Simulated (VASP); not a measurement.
# AgCl (Fm-3m) in VASP: notebook

Runs on AgCl. Level: PBEsol. Tasks: vibrations by perturbation theory.

Program: VASP 6.6.1. These are calculated values, not measurements. Logs are shortened: lines on timing, memory, paths and dates and some standing lists are left out, and cuts for length are marked.

## (1) The cell of the first run

It takes space group Fm-3m (No. 225, cubic). Conventional cell: a = 5.448 Å, b = 5.448 Å, c = 5.448 Å, α = 90.00°, β = 90.00°, γ = 90.00°. Ag (site symmetry m-3m) has 6 Cl at 2.72 Å within 3.6 Å. Within 3.6 Å of Cl (site symmetry m-3m) lie 6 Ag at 2.72 Å.

## (2) Vibrations by perturbation theory, PBEsol

INCAR

```
PREC     = Accurate       # precision mode
ENCUT    = 520            # plane-wave cutoff, eV
EDIFF    = 1E-8           # SCF threshold, eV
ISMEAR   = 0              # smearing method
SIGMA    = 0.01           # smearing width, eV
LREAL    = F              # projectors in reciprocal space
LASPH    = T              # aspherical terms in the spheres
NELM     = 80             # most SCF steps
ALGO     = Normal         # electronic algorithm
ISIF     = 2              # what is computed and relaxed
LWAVE    = F              # write WAVECAR
LCHARG   = F              # write CHGCAR
GGA      = PS             # functional
NBANDS   = 16             # bands
IBRION   = 8              # ionic algorithm
NSW      = 1              # ionic steps
LEPSILON = T              # dielectric tensor by DFPT
```

KPOINTS

```
Automatic mesh
0
Gamma
  8 8 8
```

POSCAR

```
AgCl
1.0
    0.0000000000      2.7237514513      2.7237514513
    2.7237514513      0.0000000000      2.7237514513
    2.7237514513      2.7237514513      0.0000000000
Ag Cl
1 1
Direct
    0.0000000000      0.0000000000      0.0000000000
    0.5000000000      0.5000000000      0.5000000000
```

Potentials or basis: VASP PAW PBE potentials, release 64 (Ag, Cl).

Started as:

```sh
> cat potpaw_PBE.64/Ag/POTCAR potpaw_PBE.64/Cl/POTCAR > POTCAR
> mpirun -np 1 vasp_std > vasp.out
```

OUTCAR:

```text
PREC = Accurate
   ENCUT = 520
   EDIFF = 1E-8
   ISMEAR = 0
   LREAL = F
   LASPH = T
   NELM = 80
   ISIF = 2
   GGA = PS
   IBRION = 8
   NSW = 1
   LEPSILON = T

 ion  position               nearest neighbor table
   1  0.000  0.000  0.000-   2 2.72   2 2.72   2 2.72   2 2.72   2 2.72   2 2.72
   2  0.500  0.500  0.500-   1 2.72   1 2.72   1 2.72   1 2.72   1 2.72   1 2.72

  LATTYP: Found a face centered cubic cell.
 ALAT       =     5.4475029026

  Lattice vectors:

 A1 = (   0.0000000000,   2.7237514513,   2.7237514513)
 A2 = (   2.7237514513,   0.0000000000,   2.7237514513)
 A3 = (   2.7237514513,   2.7237514513,   0.0000000000)

Analysis of symmetry for initial positions (statically):
=====================================================================
 Subroutine PRICEL returns:
 Original cell was already a primitive cell.

 Routine SETGRP: Setting up the symmetry group for a
 face centered cubic supercell.

 Subroutine GETGRP returns: Found 48 space group operations
 (whereof 48 operations were pure point group operations)
 out of a pool of 48 trial point group operations.

The static configuration has the point symmetry O_h .

Analysis of symmetry for dynamics (positions and initial velocities):
=====================================================================
 Subroutine PRICEL returns:
 Original cell was already a primitive cell.

 Routine SETGRP: Setting up the symmetry group for a
 face centered cubic supercell.

 Subroutine GETGRP returns: Found 48 space group operations
 (whereof 48 operations were pure point group operations)
 out of a pool of 48 trial point group operations.

The dynamic configuration has the point symmetry O_h .

 Subroutine INISYM returns: Found 48 space group operations
 (whereof 48 operations are pure point group operations),
 and found     1 'primitive' translations

----------------------------------------------------------------------------------------

                                     Primitive cell

  volume of cell :      40.4141

  direct lattice vectors                    reciprocal lattice vectors
     0.000000000  2.723751451  2.723751451    -0.183570347  0.183570347  0.183570347
     2.723751451  0.000000000  2.723751451     0.183570347 -0.183570347  0.183570347
     2.723751451  2.723751451  0.000000000     0.183570347  0.183570347 -0.183570347

  length of vectors
     3.851966243  3.851966243  3.851966243     0.317953168  0.317953168  0.317953168

  position of ions in fractional coordinates (direct lattice)
     0.000000000  0.000000000  0.000000000
     0.500000000  0.500000000  0.500000000

  ion indices of the primitive-cell ions
   primitive index   ion index
                 1           1
                 2           2

----------------------------------------------------------------------------------------

 KPOINTS: Automatic mesh

Automatic generation of k-mesh.
 Grid dimensions read from file:
 generate k-points for:    8    8    8

 Generating k-lattice:

  Cartesian coordinates                     Fractional coordinates (reciprocal lattice)
    -0.022946293  0.022946293  0.022946293     0.125000000  0.000000000  0.000000000
     0.022946293 -0.022946293  0.022946293     0.000000000  0.125000000  0.000000000
     0.022946293  0.022946293 -0.022946293     0.000000000  0.000000000  0.125000000

  Length of vectors
     0.039744146  0.039744146  0.039744146

  Shift w.r.t. Gamma in fractional coordinates (k-lattice)
     0.000000000  0.000000000  0.000000000

 Subroutine IBZKPT returns following result:
 ===========================================

 Found     29 irreducible k-points:

[... 571 lines left out ...]
 -----------------------------------------------------------------------------------
      0.00000      0.00000      0.00000         0.000000     -0.000000      0.000000
      2.72375      2.72375      2.72375        -0.000000      0.000000     -0.000000
 -----------------------------------------------------------------------------------
    total drift:                               -0.000000      0.000000      0.000000

  FREE ENERGIE OF THE ION-ELECTRON SYSTEM (eV)
  ---------------------------------------------------
  free  energy   TOTEN  =        -6.0610562154 eV

  energy  without entropy=       -6.0610562154  energy(sigma->0) =       -6.06105622

 HEAD OF MICROSCOPIC STATIC DIELECTRIC TENSOR (INDEPENDENT PARTICLE, excluding Hartree and local field effects)
 ------------------------------------------------------
           5.756003     0.000000    -0.000000
           0.000000     5.756003     0.000000
           0.000000     0.000000     5.756003
 ------------------------------------------------------

 Free energy of the ion-electron system (eV)
  ---------------------------------------------------
  ---------------------------------------------------
  free energy    TOTEN  =        -0.52330425 eV

  energy without entropy =       -0.52330425

------------------------ aborting loop because EDIFF is reached ----------------------------------------

--------------------------------------- Ionic step        2  -------------------------------------------

------------------------ aborting loop because EDIFF is reached ----------------------------------------

--------------------------------------- Ionic step        3  -------------------------------------------

------------------------ aborting loop because EDIFF is reached ----------------------------------------

 PIEZOELECTRIC TENSOR FIELD DIRECTION 3  (e Angst)
 -----------------------------------------------------------------------------
     0.00033  0.00000  0.00000           (  0.00001  0.00000  0.00000)
     0.00000  0.00033  0.00000           (  0.00000  0.00001  0.00000)
     0.00000  0.00000 -0.00207           (  0.00000  0.00000  0.00004)

 PIEZOELECTRIC TENSOR FIELD DIRECTION 3  (C/m^2)
 -----------------------------------------------------------------------------
     0.00013  0.00000  0.00000
     0.00000  0.00013  0.00000
     0.00000  0.00000 -0.00082

--------------------------------------- Ionic step        4  -------------------------------------------

------------------------ aborting loop because EDIFF is reached ----------------------------------------

[... ionic steps 5 to 6 ...]

--------------------------------------- Ionic step        7  -------------------------------------------

 Free energy of the ion-electron system (eV)
  ---------------------------------------------------
  ---------------------------------------------------
  free energy    TOTEN  =        -0.18826762 eV

  energy without entropy =       -0.18826762

------------------------ aborting loop because EDIFF is reached ----------------------------------------

 INTERNAL STRAIN TENSOR  FOR ION    2  DIRECTION 1   (eV/Angst):
 -----------------------------------------------------------------------------
     0.00545 -0.00000 -0.00000
    -0.00000  0.01563  0.00000
     0.00000  0.00000  0.01563

 MACROSCOPIC STATIC DIELECTRIC TENSOR (including local field effects in DFT)
 ------------------------------------------------------
           5.475935     0.000000     0.000000
           0.000000     5.475935     0.000000
           0.000000     0.000000     5.475935
 ------------------------------------------------------

 PIEZOELECTRIC TENSOR (including local field effects)  for field in x, y, z        (e  Angst)
          XX          YY          ZZ          XY          YZ          ZX
  --------------------------------------------------------------------------------
  x     0.00000     0.00000     0.00000     0.00000     0.00000     0.00000
  y     0.00000     0.00000     0.00000     0.00000     0.00000     0.00000
  z     0.00000     0.00000     0.00000     0.00000     0.00000     0.00000

 PIEZOELECTRIC TENSOR (including local field effects)  for field in x, y, z        (C/m^2)
          XX          YY          ZZ          XY          YZ          ZX
  --------------------------------------------------------------------------------
  x     0.00000     0.00000     0.00000     0.00000     0.00000     0.00000
  y     0.00000     0.00000     0.00000     0.00000     0.00000     0.00000
  z     0.00000     0.00000     0.00000     0.00000     0.00000     0.00000

 BORN EFFECTIVE CHARGES (including local field effects) (in |e|, cummulative output)
 ---------------------------------------------------------------------------------
 ion    1
    1     1.42170     0.00000     0.00000
    2     0.00000     1.42170     0.00000
    3     0.00000     0.00000     1.42170
 ion    2
    1    -1.42170     0.00000     0.00000
    2     0.00000    -1.42170     0.00000
    3     0.00000     0.00000    -1.42170

 INTERNAL STRAIN TENSOR FOR ION    2 for displacements in x,y,z  (eV/Angst):
          X           Y           Z          XY          YZ          ZX
  --------------------------------------------------------------------------------
  x     0.00000     0.00000     0.00000     0.00000     0.00000     0.00000
  y     0.00000     0.00000     0.00000     0.00000     0.00000     0.00000
  z     0.00000     0.00000     0.00000     0.00000     0.00000     0.00000

 SECOND DERIVATIVES (NOT SYMMETRIZED)
 ------------------------------------
               1X          1Y          1Z          2X          2Y          2Z
  1X    -1.314004    0.000000    0.000000    1.314004    0.000000    0.000000
  1Y     0.000000   -1.314004    0.000000    0.000000    1.314004    0.000000
  1Z     0.000000    0.000000   -1.314004    0.000000    0.000000    1.314004
  2X     1.304728    0.000000    0.000000   -1.304728    0.000000    0.000000
  2Y     0.000000    1.304728    0.000000    0.000000   -1.304728    0.000000
  2Z     0.000000    0.000000    1.304728    0.000000    0.000000   -1.304728

 Eigenvectors and eigenvalues of the dynamical matrix
 ----------------------------------------------------

   1 f  =    3.459990 THz    21.739760 2PiTHz  115.412851 cm-1    14.309363 meV
             X         Y         Z           dx          dy          dz
      0.000000  0.000000  0.000000     0.000000    0.498689    0.000000
      2.723751  2.723751  2.723751     0.000000   -0.866781    0.000000
[... 21 lines left out ...]
   6 f/i=    0.005298 THz     0.033286 2PiTHz    0.176709 cm-1     0.021909 meV
             X         Y         Z           dx          dy          dz
      0.000000  0.000000  0.000000     0.000000    0.000000    0.866781
      2.723751  2.723751  2.723751     0.000000    0.000000    0.498689

--------------------------------------------------------------------------------------------------------

 MACROSCOPIC STATIC DIELECTRIC TENSOR IONIC CONTRIBUTION
 ------------------------------------------------------
           6.911719     0.000000    -0.000000
           0.000000     6.911719    -0.000000
          -0.000000    -0.000000     6.911719
 ------------------------------------------------------

 ELASTIC MODULI CONTR FROM IONIC RELAXATION (kBar)
 Direction    XX          YY          ZZ          XY          YZ          ZX
 --------------------------------------------------------------------------------
 XX           0.0000      0.0000      0.0000      0.0000      0.0000      0.0000
 YY           0.0000      0.0000      0.0000      0.0000      0.0000      0.0000
 ZZ           0.0000      0.0000      0.0000      0.0000      0.0000      0.0000
 XY           0.0000      0.0000      0.0000      0.0000      0.0000      0.0000
 YZ           0.0000      0.0000      0.0000      0.0000      0.0000      0.0000
 ZX           0.0000      0.0000      0.0000      0.0000      0.0000      0.0000
 --------------------------------------------------------------------------------

 PIEZOELECTRIC TENSOR IONIC CONTR  for field in x, y, z        (C/m^2)
          XX          YY          ZZ          XY          YZ          ZX
  --------------------------------------------------------------------------------
  x     0.00000     0.00000     0.00000     0.00000     0.00000     0.00000
  y     0.00000     0.00000     0.00000     0.00000     0.00000     0.00000
  z     0.00000     0.00000     0.00000     0.00000     0.00000     0.00000
```

Wall time 5.6 min (1 thread of Intel Xeon Platinum 8375C at 2.90GHz (Ice Lake), shared host); peak memory 0.26 GiB.

What came out:

| Item | Value |
| --- | --- |
| Electronic dielectric tensor (diagonal) | 5.48 |
| Born charges (mean of the diagonal) | Ag +1.42; Cl -1.42 e |
| Highest phonon frequency at Γ, LO-TO splitting left out | 115 cm⁻¹ |

Phonon frequencies in cm⁻¹ (negative: imaginary):
```csv
q point,frequencies
"(0.000, 0.000, 0.000)",0 0 0 115 115 115
```

Electronic dielectric tensor:
```
5.48 0.00 0.00
0.00 5.48 0.00
0.00 0.00 5.48
```

Born effective charge tensors (e):
atom 1, Ag
```
1.42 0.00 0.00
0.00 1.42 0.00
0.00 0.00 1.42
```
atom 2, Cl
```
-1.42  0.00  0.00
 0.00 -1.42  0.00
 0.00  0.00 -1.42
```

(Continued in part 2 of 2.)
